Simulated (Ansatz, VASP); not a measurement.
## Two plane-wave programs on Ge

The input INCAR:

```
PREC = Accurate
ENCUT = 600
EDIFF = 1E-6
ISMEAR = -1
SIGMA = 0.05
LREAL = False
LASPH = True
NELM = 80
ALGO = Normal
ISIF = 3
LWAVE = False
LCHARG = False
GGA = RE
IVDW = 13
IBRION = 2
NSW = 60
EDIFFG = -0.01
```

The input KPOINTS:

```
Automatic mesh
0
Gamma
  10 10 6
```

POSCAR

```
Ge
1.0
    1.4880529250     -2.5946896100      0.0000000000
    1.4880529250      2.5946896100      0.0000000000
    0.0000000000      0.0000000000      4.7275957900
Ge
2
Direct
    0.3334466300      0.6665533700      0.2500000000
    0.6665533700      0.3334466300      0.7500000000
```

The input input.yaml:

```yaml
crystal:
  lattice:
    - [1.488052925, -2.59468961, 0.0]
    - [1.488052925, 2.59468961, 0.0]
    - [0.0, 0.0, 4.72759579]
  atoms:
    - { symbol: Ge, position: [0.33344663, 0.66655337, 0.25] }
    - { symbol: Ge, position: [0.66655337, 0.33344663, 0.75] }
hamiltonian:
  xc: revpbe
  pseudopotentials: { kind: paw }
  dispersion: d4
kpoints:
  mp_grid: { grid: [10, 10, 6] }
scf:
  occupations: { method: fermi_dirac, width: 0.05 }
output:
  forces: true
  stress: true
  eigenvalues: true
  write_density: true
  write_potential: true
  elf: true
  volumetric_format: npy
relax:
  f_tol: 0.01
  max_steps: 40
  cell: { stress_tol: 0.05 }
```

Alike in both runs: task relaxation of cell and atoms; functional revPBE; dispersion D4; k mesh 10 × 10 × 6; occupations fermi-dirac, width 0.05 eV; no spin polarisation.

|  | VASP | Ansatz |
| --- | --- | --- |
| version | VASP 6.6.1 | Ansatz 0.2.0 |
| potentials or method | VASP PAW PBE potentials, release 64 (Ge_d) | Ansatz PAW |
| plane-wave cutoff (eV) | 600 | 420 |
| valence electrons in the cell | 28 | 28 |

|  | VASP | Ansatz | Ansatz less VASP |
| --- | --- | --- | --- |
| gap on the k mesh at the Fermi level, each at its own relaxed structure (eV) | none | none | - |
| relaxed volume (Å³/atom) | 18.23 | 18.29 | +0.066 |
| relaxed length of the cell vector where the two differ most in proportion (Å) | 4.810 | 5.215 | +0.4046 |

VASP's potentials were made for PBE, not for revPBE. A gap of «none» marks a metal or a gap that the smearing closes.

Noted on Ansatz's run: the plane-wave basis is chosen anew once the cell has moved, so the energies of steps on either side of that aren't comparable.
